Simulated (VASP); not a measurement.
# Ti: single point with PBE

Crystal: Ti.

```
Ti
1.0
     4.57910    0.00000    0.00000
    -2.28955    3.96562    0.00000
     0.00000    0.00000    2.83176
Ti
3
Cartesian
  -0.0753 0.0000 0.0000
  0.0376 2.6437 1.3439
  2.3272 1.3219 1.4879
```

This cell differs from its parent crystal: atoms displaced along a vibrational mode.

```json
{
  "Program": "VASP 6.6.1",
  "Task": "single point",
  "Functional": "PBE",
  "Potentials or basis": "VASP PAW PBE potentials, release 64 (Ti_sv)",
  "Cutoff": "500 eV",
  "k mesh": "12 × 12 × 14",
  "Occupations": "gaussian, width 0.15 eV",
  "Spin": "no spin polarisation",
  "Dipole correction": "no",
  "Further INCAR settings": "ALGO = Normal; EDIFF = 1e-06; NBANDS = 25"
}
```

```
Pressure               : 0.1 GPa
Largest force          : 0.331 eV/Å
Band gap on the k mesh : zero (bands 18 and 19 overlap by 0.28 eV)
```

Forces on the atoms (eV/Å):
```
Ti   0.331  0.000  0.000
Ti  -0.166 -0.040  0.229
Ti  -0.166  0.040 -0.229
```

Stress tensor (GPa, compression positive):
```
 0.37  0.00  0.00
 0.00 -0.06 -0.03
 0.00 -0.03  0.01
```

Levels at points of the mesh, in eV from the Fermi level:
| k point | band 15 | band 16 | band 17 | band 18 | band 19 | band 20 | band 21 | band 22 |
| --- | --- | --- | --- | --- | --- | --- | --- | --- |
| (0.00, 0.00, 0.00) | -0.72 | -0.72 | -0.58 | -0.57 | -0.05 | 0.74 | 1.25 | 1.28 |
| (0.50, 0.00, 0.00) | -2.59 | -0.51 | -0.41 | -0.25 | 0.17 | 0.56 | 1.08 | 1.12 |
| (0.00, 0.50, 0.00) | -2.60 | -0.51 | -0.34 | -0.28 | 0.10 | 0.55 | 1.08 | 1.11 |
| (0.00, 0.00, 0.50) | -2.07 | -1.71 | -1.54 | -1.53 | 0.80 | 0.80 | 1.53 | 1.54 |
| (0.50, 0.00, 0.50) | -1.66 | -1.13 | -0.75 | -0.53 | 0.32 | 0.83 | 0.94 | 1.13 |
| (0.00, 0.50, 0.50) | -1.65 | -1.16 | -0.74 | -0.52 | 0.30 | 0.86 | 0.95 | 1.16 |

Wall time 4.8 min on 1 thread of Intel(R) Xeon(R) 6975P-C (Granite Rapids), with other jobs on the host, peak memory 0.57 GiB.

Caveat: the cell differs from its parent crystal (atoms displaced along a vibrational mode).
